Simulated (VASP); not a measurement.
# Au (P6_3/mmc) in VASP: further runs, part 2 of 2

VASP 6.6.1. The steps go on from the part before.

### Step 5. Single point, PBEsol (strain +0.025 along x and y, +0.000 along z)

The input, INCAR:

```
SYSTEM = Au
PREC = Accurate
ENCUT = 520
EDIFF = 1E-6
ISMEAR = 0
SIGMA = 0.15
LREAL = .FALSE.
LASPH = .TRUE.
NELM = 60
ALGO = Fast
ISIF = 2
LWAVE = .FALSE.
LCHARG = .FALSE.
GGA = PS
NBANDS = 18
```

The input, KPOINTS:

```
regular mesh
0
G
  18 18 10
  0 0 0
```

The input, POSCAR:

```
Au
1.0
    2.9724983707      0.0000000000      0.0000000000
   -1.4862491853      2.5742591017      0.0000000000
    0.0000000000      0.0000000000      4.8800000000
Au
2
Direct
    0.3333333333      0.6666666667      0.7500000000
    0.6666666667      0.3333333333      0.2500000000
```

Potentials or basis: VASP PAW PBE potentials, release 64 (Au).

Started as:

```bash
$ cat potpaw_PBE.64/Au/POTCAR > POTCAR
$ mpirun -np 1 vasp_std > vasp.out
```

OUTCAR:

```text
SYSTEM = Au
   PREC = Accurate
   ENCUT = 520
   EDIFF = 1E-6
   ISMEAR = 0
   LREAL = .FALSE.
   LASPH = .TRUE.
   NELM = 60
   ISIF = 2
   GGA = PS

 ion  position               nearest neighbor table
   1  0.333  0.667  0.750-   2 2.98   2 2.98   2 2.98   2 2.98   2 2.98   2 2.98
   2  0.667  0.333  0.250-   1 2.98   1 2.98   1 2.98   1 2.98   1 2.98   1 2.98

  LATTYP: Found a hexagonal cell.
 ALAT       =     2.9724983707
 C/A-ratio  =     1.6417166274

  Lattice vectors:

 A1 = (   2.9724983707,   0.0000000000,   0.0000000000)
 A2 = (  -1.4862491853,   2.5742591017,   0.0000000000)
 A3 = (   0.0000000000,   0.0000000000,   4.8800000000)

Analysis of symmetry for initial positions (statically):
=====================================================================
 Subroutine PRICEL returns:
 Original cell was already a primitive cell.

 Routine SETGRP: Setting up the symmetry group for a
 hexagonal supercell.

 Subroutine GETGRP returns: Found 24 space group operations
 (whereof 12 operations were pure point group operations)
 out of a pool of 24 trial point group operations.

The static configuration has the point symmetry D_3d.
 The point group associated with its full space group is D_6h.

Analysis of symmetry for dynamics (positions and initial velocities):
=====================================================================
 Subroutine PRICEL returns:
 Original cell was already a primitive cell.

 Routine SETGRP: Setting up the symmetry group for a
 hexagonal supercell.

 Subroutine GETGRP returns: Found 24 space group operations
 (whereof 12 operations were pure point group operations)
 out of a pool of 24 trial point group operations.

The dynamic configuration has the point symmetry D_3d.
 The point group associated with its full space group is D_6h.

 Subroutine INISYM returns: Found 24 space group operations
 (whereof 12 operations are pure point group operations),
 and found     1 'primitive' translations

[... 110 lines left out ...]
   EFERMI_NEDOS =   21; number of points for ismear=-14 and -15
   IALGO  =     68    algorithm
   IMIX   =      4    mixing-type and parameters
     AMIX     =   0.40;   BMIX     =  1.00
     AMIX_MAG =   1.60;   BMIX_MAG =  1.00
  volume/ion in A,a.u.               =      18.67       126.00
  Fermi-wavevector in a.u.,A,eV,Ry     =   1.372412  2.593483 25.626771  1.883515
  Thomas-Fermi vector in A             =   2.498021
   LORBIT       =      0    0 simple, 1 ext, 2 COOP (PROOUT), +10 PAW based schemes
   GGA     = PS    functional components
   LHFCALC =     F    Hartree Fock is set to
   AEXX    =    0.0000 exact exchange contribution
   IVDW    =     0    specifies the selected vdW correction
   LEPSILON=     F    determine dielectric tensor
   LRPA    =     F    only Hartree local field effects (RPA)
 non-spin polarized calculation
 RMM-DIIS sequential band-by-band and
 Gauss-broadening in eV      SIGMA  =   0.15
  energy-cutoff  :      520.00
  volume of cell :       37.34
 maximum number of plane-waves:      1038
 NGX is ok and might be reduce to    24
   NGX = 11   NGY = 11   NGZ = 19

 number of electron      21.9999995 magnetization

 Free energy of the ion-electron system (eV)
  ---------------------------------------------------
  ext. energy  EPLUGINS =         0.00000000
  ---------------------------------------------------
  free energy    TOTEN  =        -7.69064147 eV

  energy without entropy =       -7.68187184  energy(sigma->0) =       -7.68625666

 E-fermi :   7.7613     XC(G=0): -12.3491

 val. band max:        7.6437637774   @ k =   0.3889   0.1111   0.2000
 cond. band min:       7.7624961018   @ k =   0.1111   0.1111   0.2000
 fundamental gap:      0.1187323244
 Fermi energy:         7.7612842815

 k-point     1 :       0.0000    0.0000    0.0000
  band No.  band energies     occupation
      1      -1.1617      2.00000
      2       1.2716      2.00000
      3       3.5755      2.00000
      4       3.7172      2.00000
      5       3.7172      2.00000
      6       4.0064      2.00000
[... 481 lines left out ...]
      5       3.9416      2.00000
      6       3.9973      2.00000
[... 10 lines left out ...]
     17      19.4749      0.00000
     18      22.1237      0.00000

 [... further k-points ...]
[... 5 lines left out ...]
  --------------------------------------------------------------------------------------
  -------------------------------------------------------------------------------------
  Total       -2.9487323     -2.9487323     -2.6562427     -0.0000000     -0.0000000      0.0000000
  in kB     -126.5179730   -126.5179730   -113.9684473     -0.0000000     -0.0000000      0.0000000
  external PRESSURE =    -122.3347978 kB  Pullay stress =       0.0000000 kB

 VOLUME and BASIS-vectors are now :
 -----------------------------------------------------------------------------
  energy-cutoff  :      520.00
  volume of cell :       37.34
      direct lattice vectors                 reciprocal lattice vectors
     2.972498371  0.000000000  0.000000000     0.336417342  0.194230643  0.000000000
    -1.486249185  2.574259102  0.000000000     0.000000000  0.388461286  0.000000000
     0.000000000  0.000000000  4.880000000     0.000000000  0.000000000  0.204918033

 POSITION                                       TOTAL-FORCE (eV/Angst)
 -----------------------------------------------------------------------------------
     -0.00000      1.71617      3.66000         0.000000      0.000000      0.000000
      1.48625      0.85809      1.22000        -0.000000      0.000000      0.000000
 -----------------------------------------------------------------------------------
    total drift:                               -0.000000      0.000000     -0.000000

  FREE ENERGIE OF THE ION-ELECTRON SYSTEM (eV)
  ---------------------------------------------------
  free  energy   TOTEN  =        -7.6906414727 eV

  energy  without entropy=       -7.6818718384  energy(sigma->0) =       -7.68625666
```

stdout:

```text
POSCAR found type information on POSCAR Au
 POSCAR found :  1 types and       2 ions
 scaLAPACK will be used
 -----------------------------------------------------------------------------
|                                                                             |
|                                                                             |
|     You enforced a specific xc type in the INCAR file but a different       |
|     I HOPE YOU KNOW WHAT YOU ARE DOING!                                     |
|                                                                             |
 -----------------------------------------------------------------------------

 LDA part: xc-table for (Slater+PW92), standard interpolation
 POSCAR, INCAR and KPOINTS ok, starting setup
 FFT: planning ... GRIDC
 FFT: planning ... GRID_SOFT
 FFT: planning ... GRID
 WAVECAR not read
 entering main loop
```

It took 55 s on 1 thread of Intel Xeon Platinum 8488C (Sapphire Rapids), shared host; peak memory 0.24 GiB.

Results:

- Free energy: -7.6906 eV
- Pressure: -12.2 GPa
- Band gap on the k mesh: zero (band 11 reaches 11.58 eV, above the bottom of band 12 at 5.35 eV)

Stress tensor (GPa, compression positive):
```
-12.65   0.00   0.00
  0.00 -12.65   0.00
  0.00   0.00 -11.40
```

Caveat: the cell differs from its parent crystal (strain +0.025 along x and y, +0.000 along z); the PAW data sets were made with another functional, which shifts forces and pressure a little; spin-orbit coupling is left out, which moves the levels of the heavy elements.

### Step 6. Single point, PBEsol (strain +0.050 along x and y, -0.025 along z)

The input, INCAR:

```
SYSTEM = Au
  PREC = Accurate
  ENCUT = 520
  EDIFF = 1E-7
  ISMEAR = 0
  SIGMA = 0.15
  LREAL = .FALSE.
  LASPH = .TRUE.
  NELM = 100
  ALGO = Fast
  ISIF = 2
  LWAVE = .FALSE.
  LCHARG = .TRUE.
  GGA = PS
  LELF = .TRUE.
  LVHAR = .TRUE.
  NBANDS = 18
```

The input, KPOINTS:

```
Automatic mesh
0
G
  18 18 10
  0 0 0
```

The input, POSCAR:

```
Au
1.0
    3.0449983310      0.0000000000      0.0000000000
   -1.5224991655      2.6370459091      0.0000000000
    0.0000000000      0.0000000000      4.7580000000
Au
2
Direct
    0.3333333333      0.6666666667      0.7500000000
    0.6666666667      0.3333333333      0.2500000000
```

Potentials or basis: VASP PAW PBE potentials, release 64 (Au).

Started as:

```bash
$ cat potpaw_PBE.64/Au/POTCAR > POTCAR
$ mpirun -np 1 vasp_std > vasp.out
```

OUTCAR:

```text
SYSTEM = Au
   PREC = Accurate
   ENCUT = 520
   EDIFF = 1E-7
   ISMEAR = 0
   LREAL = .FALSE.
   LASPH = .TRUE.
   NELM = 100
   ISIF = 2
   GGA = PS

 ion  position               nearest neighbor table
   1  0.333  0.667  0.750-   2 2.96   2 2.96   2 2.96   2 2.96   2 2.96   2 2.96
   2  0.667  0.333  0.250-   1 2.96   1 2.96   1 2.96   1 2.96   1 2.96   1 2.96

  LATTYP: Found a hexagonal cell.
 ALAT       =     3.0449983310
 C/A-ratio  =     1.5625624328

  Lattice vectors:

 A1 = (   3.0449983310,   0.0000000000,   0.0000000000)
 A2 = (  -1.5224991655,   2.6370459091,   0.0000000000)
 A3 = (   0.0000000000,   0.0000000000,   4.7580000000)

Analysis of symmetry for initial positions (statically):
=====================================================================
 Subroutine PRICEL returns:
 Original cell was already a primitive cell.

 Routine SETGRP: Setting up the symmetry group for a
 hexagonal supercell.

 Subroutine GETGRP returns: Found 24 space group operations
 (whereof 12 operations were pure point group operations)
 out of a pool of 24 trial point group operations.

The static configuration has the point symmetry D_3d.
 The point group associated with its full space group is D_6h.

[... 157 lines left out ...]
  ext. energy  EPLUGINS =         0.00000000
  ---------------------------------------------------
  free energy    TOTEN  =        -7.60467611 eV

  energy without entropy =       -7.59767374  energy(sigma->0) =       -7.60117492

 E-fermi :   7.4087     XC(G=0): -12.2147

 val. band max:        7.3837181349   @ k =   0.4444   0.0556   0.3000
 cond. band min:       7.4262357805   @ k =   0.3333   0.0556   0.4000
 fundamental gap:      0.0425176455
 Fermi energy:         7.4087138303

 k-point     1 :       0.0000    0.0000    0.0000
  band No.  band energies     occupation
      1      -1.2838      2.00000
      2       1.2358      2.00000
      3       3.4904      2.00000
      4       3.4904      2.00000
      5       3.5960      2.00000
      6       3.8209      2.00000
[... 481 lines left out ...]
      5       3.6880      2.00000
      6       3.7890      2.00000
[... 10 lines left out ...]
     17      19.2160      0.00000
     18      21.6378      0.00000

 [... further k-points ...]
[... 5 lines left out ...]
  --------------------------------------------------------------------------------------
  -------------------------------------------------------------------------------------
  Total       -3.5284965     -3.5284965     -2.8746204      0.0000000      0.0000000      0.0000000
  in kB     -147.9691167   -147.9691167   -120.5485241      0.0000000      0.0000000      0.0000000
  external PRESSURE =    -138.8289192 kB  Pullay stress =       0.0000000 kB

 VOLUME and BASIS-vectors are now :
 -----------------------------------------------------------------------------
  energy-cutoff  :      520.00
  volume of cell :       38.21
      direct lattice vectors                 reciprocal lattice vectors
     3.044998331  0.000000000  0.000000000     0.328407405  0.189606104  0.000000000
    -1.522499165  2.637045909  0.000000000     0.000000000  0.379212207  0.000000000
     0.000000000  0.000000000  4.758000000     0.000000000  0.000000000  0.210172341

 POSITION                                       TOTAL-FORCE (eV/Angst)
 -----------------------------------------------------------------------------------
     -0.00000      1.75803      3.56850        -0.000000      0.000000      0.000000
      1.52250      0.87902      1.18950         0.000000     -0.000000      0.000000
 -----------------------------------------------------------------------------------
    total drift:                               -0.000000      0.000000     -0.000000

  FREE ENERGIE OF THE ION-ELECTRON SYSTEM (eV)
  ---------------------------------------------------
  free  energy   TOTEN  =        -7.6046761059 eV

  energy  without entropy=       -7.5976737409  energy(sigma->0) =       -7.60117492
```

It took 69 s on 1 thread of Intel Xeon Platinum 8488C (Sapphire Rapids), shared host; peak memory 0.24 GiB.

Results:

| Quantity | Value |
| --- | --- |
| Free energy | -7.6047 eV |
| Pressure | -13.9 GPa |
| Band gap on the k mesh | zero (band 11 reaches 11.06 eV, above the bottom of band 12 at 5.06 eV) |

Stress tensor (GPa, compression positive):
```
-14.80   0.00   0.00
  0.00 -14.80   0.00
  0.00   0.00 -12.05
```

Caveat: the cell differs from its parent crystal (strain +0.050 along x and y, -0.025 along z); the PAW data sets were made with another functional, which shifts forces and pressure a little; spin-orbit coupling is left out, which moves the levels of the heavy elements.

### Step 7. The runs side by side

```csv
cell,further INCAR settings,gap on the mesh (eV),pressure (GPa)
"a = 2.972, b = 2.972, c = 4.758 Å, angles 90.0, 90.0, 120.0°, 2 atoms",ALGO = Fast; EDIFF = 1e-07; NBANDS = 18,none,-9.5
"a = 2.900, b = 2.900, c = 5.124 Å, angles 90.0, 90.0, 120.0°, 2 atoms",ALGO = Fast; EDIFF = 1e-07; NBANDS = 18,none,-11.6
"a = 3.045, b = 3.045, c = 4.636 Å, angles 90.0, 90.0, 120.0°, 2 atoms",ALGO = Fast; EDIFF = 1e-07; NBANDS = 18,none,-11.1
"a = 2.972, b = 2.972, c = 4.880 Å, angles 90.0, 90.0, 120.0°, 2 atoms",ALGO = Fast; EDIFF = 1e-06; NBANDS = 18,none,-12.2
"a = 3.045, b = 3.045, c = 4.758 Å, angles 90.0, 90.0, 120.0°, 2 atoms",ALGO = Fast; EDIFF = 1e-07; NBANDS = 18,none,-13.9
```

Alike in all rows: task single point; level PBEsol; potentials or basis VASP PAW PBE potentials, release 64 (Au); no spin polarisation; k mesh 18 × 18 × 10; cutoff (eV) 520; smearing gaussian 0.15 eV.

Caveats: the PAW data sets were made with another functional, which shifts forces and pressure a little; spin-orbit coupling is left out, which moves the levels of the heavy elements.

Absolute energies hang on the potentials; compare differences alone.
